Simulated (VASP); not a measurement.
# LiYZn2Cl6 (Fm-3m) in VASP: single point with PBE

Aim: the single point of LiYZn2Cl6 with PBE.

Program: VASP 6.6.1. These are calculated values, not measurements. Logs are shortened: lines on timing, memory, paths and dates and some standing lists are left out, and cuts for length are marked.

**1. The cell of the first run**

It takes space group Fm-3m (No. 225, cubic). The conventional cell has a = 9.795 Å, b = 9.795 Å, c = 9.795 Å, α = 90.00°, β = 90.00°, γ = 90.00°. Y (site symmetry m-3m) has 6 Cl at 2.45 Å within 3.2 Å. Cl (site symmetry 4mm) has 1 Li at 2.44 Å and 1 Y at 2.45 Å within 3.2 Å. Li (site symmetry m-3m) has 6 Cl at 2.44 Å within 3.2 Å. Zn (site symmetry -43m) has 12 Cl at 3.46 Å and 4 Y at 4.24 Å and 4 Li at 4.24 Å within 4.6 Å.

**2. Single point, PBE**

INCAR

```
PREC = Accurate
ENCUT = 520
EDIFF = 1E-7
ISMEAR = -1
SIGMA = 0.0454
LREAL = F
LASPH = T
NELM = 100
ALGO = Normal
ISIF = 2
LWAVE = F
LCHARG = F
GGA = PE
NBANDS = 51
```

KPOINTS

```
Automatic mesh
0
Gamma
  6 6 6
```

POSCAR

```
LiYZn2Cl6
1.0
    0.0000000000      4.8974840000      4.8974840000
    4.8974840000      0.0000000000      4.8974840000
    4.8974840000      4.8974840000      0.0000000000
Y Cl Li Zn
1 6 1 2
Direct
    0.0000000000      0.0000000000      0.0000000000
    0.7495400000      0.2504600000      0.2504600000
    0.2504600000      0.7495400000      0.2504600000
    0.2504600000      0.7495400000      0.7495400000
    0.7495400000      0.2504600000      0.7495400000
    0.2504600000      0.2504600000      0.7495400000
    0.7495400000      0.7495400000      0.2504600000
    0.5000000000      0.5000000000      0.5000000000
    0.2500000000      0.2500000000      0.2500000000
    0.7500000000      0.7500000000      0.7500000000
```

Potentials or basis: VASP PAW PBE potentials, release 64 (Y_sv, Cl, Li_sv, Zn).

Launch:

```
cat potpaw_PBE.64/Y_sv/POTCAR potpaw_PBE.64/Cl/POTCAR potpaw_PBE.64/Li_sv/POTCAR potpaw_PBE.64/Zn/POTCAR > POTCAR
mpirun -np 1 vasp_std > vasp.out
```

OUTCAR:

```text
PREC = Accurate
   ENCUT = 520
   EDIFF = 1E-7
   ISMEAR = -1
   LREAL = F
   LASPH = T
   NELM = 100
   ISIF = 2
   GGA = PE

 ion  position               nearest neighbor table
   1  0.000  0.000  0.000-   2 2.45   3 2.45   4 2.45   5 2.45   6 2.45   7 2.45
   2  0.750  0.250  0.250-   8 2.44   1 2.45
   3  0.250  0.750  0.250-   8 2.44   1 2.45
   4  0.250  0.750  0.750-   8 2.44   1 2.45
   5  0.750  0.250  0.750-   8 2.44   1 2.45
   6  0.250  0.250  0.750-   8 2.44   1 2.45
   7  0.750  0.750  0.250-   8 2.44   1 2.45
   8  0.500  0.500  0.500-   2 2.44   3 2.44   4 2.44   5 2.44   6 2.44   7 2.44
   9  0.250  0.250  0.250-
  10  0.750  0.750  0.750-

  LATTYP: Found a face centered cubic cell.
 ALAT       =     9.7949680000

  Lattice vectors:

 A1 = (   0.0000000000,   4.8974840000,   4.8974840000)
 A2 = (   4.8974840000,   0.0000000000,   4.8974840000)
 A3 = (   4.8974840000,   4.8974840000,   0.0000000000)

Analysis of symmetry for initial positions (statically):
=====================================================================
 Subroutine PRICEL returns:
 Original cell was already a primitive cell.

 Routine SETGRP: Setting up the symmetry group for a
 face centered cubic supercell.

 Subroutine GETGRP returns: Found 48 space group operations
 (whereof 48 operations were pure point group operations)
 out of a pool of 48 trial point group operations.

The static configuration has the point symmetry O_h .

Analysis of symmetry for dynamics (positions and initial velocities):
=====================================================================
 Subroutine PRICEL returns:
 Original cell was already a primitive cell.

 Routine SETGRP: Setting up the symmetry group for a
 face centered cubic supercell.

 Subroutine GETGRP returns: Found 48 space group operations
 (whereof 48 operations were pure point group operations)
 out of a pool of 48 trial point group operations.

The dynamic configuration has the point symmetry O_h .

 Subroutine INISYM returns: Found 48 space group operations
 (whereof 48 operations are pure point group operations),
 and found     1 'primitive' translations

----------------------------------------------------------------------------------------

                                     Primitive cell

  volume of cell :     234.9357

  direct lattice vectors                    reciprocal lattice vectors
     0.000000000  4.897484000  4.897484000    -0.102093238  0.102093238  0.102093238
     4.897484000  0.000000000  4.897484000     0.102093238 -0.102093238  0.102093238
     4.897484000  4.897484000  0.000000000     0.102093238  0.102093238 -0.102093238

  length of vectors
     6.926088294  6.926088294  6.926088294     0.176830675  0.176830675  0.176830675

  position of ions in fractional coordinates (direct lattice)
     0.000000000  0.000000000  0.000000000
     0.749540000  0.250460000  0.250460000
     0.250460000  0.749540000  0.250460000
     0.250460000  0.749540000  0.749540000
     0.749540000  0.250460000  0.749540000
     0.250460000  0.250460000  0.749540000
     0.749540000  0.749540000  0.250460000
     0.500000000  0.500000000  0.500000000
     0.250000000  0.250000000  0.250000000
     0.750000000  0.750000000  0.750000000

  ion indices of the primitive-cell ions
   primitive index   ion index
                 1           1
                 2           2
                 3           3
                 4           4
                 5           5
                 6           6
                 7           7
                 8           8
                 9           9
                10          10

----------------------------------------------------------------------------------------

 KPOINTS: Automatic mesh

Automatic generation of k-mesh.
 Grid dimensions read from file:
 generate k-points for:    6    6    6

 Generating k-lattice:

  Cartesian coordinates                     Fractional coordinates (reciprocal lattice)
    -0.017015540  0.017015540  0.017015540     0.166666667  0.000000000  0.000000000
     0.017015540 -0.017015540  0.017015540     0.000000000  0.166666667  0.000000000
     0.017015540  0.017015540 -0.017015540     0.000000000  0.000000000  0.166666667

  Length of vectors
     0.029471779  0.029471779  0.029471779

  Shift w.r.t. Gamma in fractional coordinates (k-lattice)
     0.000000000  0.000000000  0.000000000

 Subroutine IBZKPT returns following result:
 ===========================================

 Found     16 irreducible k-points:

 Following reciprocal coordinates:
            Coordinates               Weight
  0.000000  0.000000  0.000000      1.000000
  0.166667  0.000000  0.000000      8.000000
  0.333333  0.000000  0.000000      8.000000
  0.500000  0.000000  0.000000      4.000000
  0.166667  0.166667  0.000000      6.000000
  0.333333  0.166667  0.000000     24.000000
[... 8 lines left out ...]
 -0.333333  0.333333  0.166667     24.000000
 -0.333333  0.500000  0.166667     12.000000
   k-points           NKPTS =     16   k-points in BZ     NKDIM =     16   number of bands    NBANDS=     51
   number of dos      NEDOS =    301   number of ions     NIONS =     10
   total plane-waves  NPLWV = 157464
   dimension x,y,z NGX =    54 NGY =   54 NGZ =   54
   dimension x,y,z NGXF=   108 NGYF=  108 NGZF=  108
   ions per type =               1   6   1   2
   NGX,Y,Z   is equivalent  to a cutoff of  12.96, 12.96, 12.96 a.u.
   NGXF,Y,Z  is equivalent  to a cutoff of  25.92, 25.92, 25.92 a.u.
 SYSTEM =  unknown system
   PREC   = accura    normal or accurate (medium, high low for compatibility)
   ISTART =      0    job   : 0-new  1-cont  2-samecut
   ICHARG =      2    charge: 1-file 2-atom 10-const
   ISPIN  =      1    spin polarized calculation?
   LNONCOLLINEAR =      F non collinear calculations
   LSORBIT =      F    spin-orbit coupling
   LASPH  =      T    aspherical Exc in radial PAW
   ENCUT  =  520.0 eV  38.22 Ry    6.18 a.u.  12.88 12.88 12.88*2*pi/ulx,y,z
   NELM   =    100;   NELMIN=  2; NELMDL= -5     # of ELM steps
   EDIFF  = 0.1E-06   stopping-criterion for ELM
   LREAL  =      F    real-space projection
   EDIFFG = 0.1E-05   stopping-criterion for IOM
   NSW    =      0    number of steps for IOM
   IBRION =     -1    ionic relax: 0-MD 1-quasi-New 2-CG
   NFREE  =      0    steps in history (QN), initial steepest desc. (CG)
   ISIF   =      2    stress and relaxation
   ISYM   =      2    0-nonsym 1-usesym 2-fastsym
   POTIM  = 0.5000    time-step for ionic-motion
   TEBEG  =    0.0;   TEEND  =   0.0 temperature during run
   PSTRESS=    0.0 pullay stress
   NELECT =      80.0000    total number of electrons
   NUPDOWN=      -1.0000    fix difference up-down
   EMIN   =  10.00;   EMAX   =-10.00  energy-range for DOS
   EFERMI =   0.00;   METHOD = LEGACY
   ISMEAR =    -1;   SIGMA  =   0.05  broadening in eV -4-tet -1-fermi 0-gaus
   EFERMI_NEDOS =   21; number of points for ismear=-14 and -15
   IALGO  =     38    algorithm
   IMIX   =      4    mixing-type and parameters
     AMIX     =   0.40;   BMIX     =  1.00
     AMIX_MAG =   1.60;   BMIX_MAG =  1.00
  volume/ion in A,a.u.               =      23.49       158.54
  Fermi-wavevector in a.u.,A,eV,Ry     =   1.143199  2.160333 17.781505  1.306904
  Thomas-Fermi vector in A             =   2.279895
   LORBIT       =      0    0 simple, 1 ext, 2 COOP (PROOUT), +10 PAW based schemes
   GGA     = PE    functional components
   LHFCALC =     F    Hartree Fock is set to
   AEXX    =    0.0000 exact exchange contribution
   IVDW    =     0    specifies the selected vdW correction
   LEPSILON=     F    determine dielectric tensor
   LRPA    =     F    only Hartree local field effects (RPA)
 non-spin polarized calculation
  energy-cutoff  :      520.00
  volume of cell :      234.94
 maximum number of plane-waves:      6346
 NGX is ok and might be reduce to    54
   NGX = 25   NGY = 25   NGZ = 25

 number of electron      80.0000020 magnetization

 Free energy of the ion-electron system (eV)
  ---------------------------------------------------
  ext. energy  EPLUGINS =         0.00000000
  ---------------------------------------------------
  free energy    TOTEN  =       -32.42846076 eV

  energy without entropy =      -32.38756915  energy(sigma->0) =      -32.40801495

 E-fermi :   1.0764     XC(G=0):  -8.7588

 val. band max:        1.0693185138   @ k =  -0.3333   0.1667   0.0000
 cond. band min:       1.0896345817   @ k =   0.5000   0.0000   0.0000
 fundamental gap:      0.0203160679
 Fermi energy:         1.0764498781

 k-point     1 :       0.0000    0.0000    0.0000
  band No.  band energies     occupation
      1     -43.4623      2.00000
      2     -39.7177      2.00000
      3     -20.0794      2.00000
      4     -20.0794      2.00000
      5     -20.0794      2.00000
      6     -13.6659      2.00000
[... 43 lines left out ...]
     50       7.6178      0.00000
     51       8.3032      0.00000

 k-point     2 :       0.1667    0.0000    0.0000
  band No.  band energies     occupation
      1     -43.4623      2.00000
      2     -39.7177      2.00000
      3     -20.0799      2.00000
      4     -20.0793      2.00000
      5     -20.0793      2.00000
      6     -13.6206      2.00000
[... 43 lines left out ...]
     50       7.2643      0.00000
     51       8.4151      0.00000

 k-point     3 :       0.3333    0.0000    0.0000
  band No.  band energies     occupation
      1     -43.4623      2.00000
      2     -39.7177      2.00000
      3     -20.0809      2.00000
      4     -20.0791      2.00000
      5     -20.0791      2.00000
      6     -13.5026      2.00000
[... 43 lines left out ...]
     50       6.9472      0.00000
     51       8.1316      0.00000
[... 595 lines left out ...]
 k-point    15 :      -0.3333    0.3333    0.1667
  band No.  band energies     occupation
      1     -43.4623      2.00000
      2     -39.7177      2.00000
      3     -20.0806      2.00000
      4     -20.0798      2.00000
      5     -20.0794      2.00000
      6     -13.3505      2.00000
[... 43 lines left out ...]
     50       6.6552      0.00000
     51       7.7641      0.00000

 k-point    16 :      -0.3333    0.5000    0.1667
  band No.  band energies     occupation
      1     -43.4623      2.00000
      2     -39.7177      2.00000
      3     -20.0802      2.00000
      4     -20.0799      2.00000
      5     -20.0798      2.00000
      6     -13.3838      2.00000
[... 43 lines left out ...]
     50       6.6896      0.00000
     51       7.5499      0.00000

------------------------ aborting loop because EDIFF is reached ----------------------------------------

  FORCE on cell =-STRESS in cart. coord.  units (eV):
  Direction    XX          YY          ZZ          XY          YZ          ZX
  --------------------------------------------------------------------------------------
  -------------------------------------------------------------------------------------
  Total        8.6600379      8.6600379      8.6600379      0.0000000     -0.0000000      0.0000000
  in kB       59.0583487     59.0583487     59.0583487      0.0000000     -0.0000000      0.0000000
  external PRESSURE =      59.0583487 kB  Pullay stress =       0.0000000 kB

 VOLUME and BASIS-vectors are now :
 -----------------------------------------------------------------------------
  energy-cutoff  :      520.00
  volume of cell :      234.94
      direct lattice vectors                 reciprocal lattice vectors
     0.000000000  4.897484000  4.897484000    -0.102093238  0.102093238  0.102093238
     4.897484000  0.000000000  4.897484000     0.102093238 -0.102093238  0.102093238
     4.897484000  4.897484000  0.000000000     0.102093238  0.102093238 -0.102093238

 POSITION                                       TOTAL-FORCE (eV/Angst)
 -----------------------------------------------------------------------------------
      0.00000      0.00000      0.00000         0.000000      0.000000      0.000000
      2.45325      4.89748      4.89748         1.609161      0.000000      0.000000
      4.89748      2.45325      4.89748         0.000000      1.609161      0.000000
      7.34172      4.89748      4.89748        -1.609161      0.000000      0.000000
      4.89748      7.34172      4.89748         0.000000     -1.609161      0.000000
      4.89748      4.89748      2.45325         0.000000      0.000000      1.609161
      4.89748      4.89748      7.34172         0.000000      0.000000     -1.609161
      4.89748      4.89748      4.89748         0.000000      0.000000      0.000000
      2.44874      2.44874      2.44874        -0.000000      0.000000     -0.000000
      7.34623      7.34623      7.34623        -0.000000      0.000000      0.000000
 -----------------------------------------------------------------------------------
    total drift:                               -0.000000     -0.000000      0.000000

  FREE ENERGIE OF THE ION-ELECTRON SYSTEM (eV)
  ---------------------------------------------------
  free  energy   TOTEN  =       -32.4284607568 eV

  energy  without entropy=      -32.3875691527  energy(sigma->0) =      -32.40801495
```

Run time: 4.8 min. Hardware: 1 thread of Intel Xeon Platinum 8259CL at 2.50GHz (Skylake/Cascade Lake), shared host; peak memory 0.51 GiB.

What came out:

| Property | Result |
| --- | --- |
| Free energy | -32.4285 eV |
| Largest force | 1.609 eV/Å |
| Band gap on the k mesh | zero (bands 40 and 41 overlap by 1.23 eV) |

Forces in eV/Å, atoms in the order of the input:
```
Y    0.000  0.000  0.000
Cl   1.609  0.000  0.000
Cl   0.000  1.609  0.000
Cl  -1.609  0.000  0.000
Cl   0.000 -1.609  0.000
Cl   0.000  0.000  1.609
Cl   0.000  0.000 -1.609
Li   0.000  0.000  0.000
Zn   0.000  0.000  0.000
Zn   0.000  0.000  0.000
```

Levels at points of the mesh, in eV from the Fermi level:
| k point | band 36 | band 37 | band 38 | band 39 | band 40 | band 41 | band 42 | band 43 | band 44 | band 45 |
| --- | --- | --- | --- | --- | --- | --- | --- | --- | --- | --- |
| (0.00, 0.00, 0.00) | -1.47 | -1.27 | -1.09 | -1.05 | -1.05 | -1.05 | 4.23 | 4.23 | 4.23 | 6.24 |
| (0.50, 0.00, 0.00) | -1.53 | -1.44 | -1.40 | -1.40 | -0.11 | 0.01 | 3.85 | 4.31 | 4.71 | 4.71 |
| (0.50, 0.50, 0.00) | -2.06 | -1.54 | -1.54 | -1.05 | 0.11 | 0.42 | 3.85 | 4.39 | 4.71 | 4.99 |

Caveat: the cutoff is under 1.25 times the usual one of these potentials, so pressure, stress and relaxed cells hold a basis-set (Pulay) error; forces of over 1 eV/Å act on the atoms, so gaps and moduli don't describe the material at rest.

The gap in the log of VASP goes by the Fermi energy; the results here count the filled bands.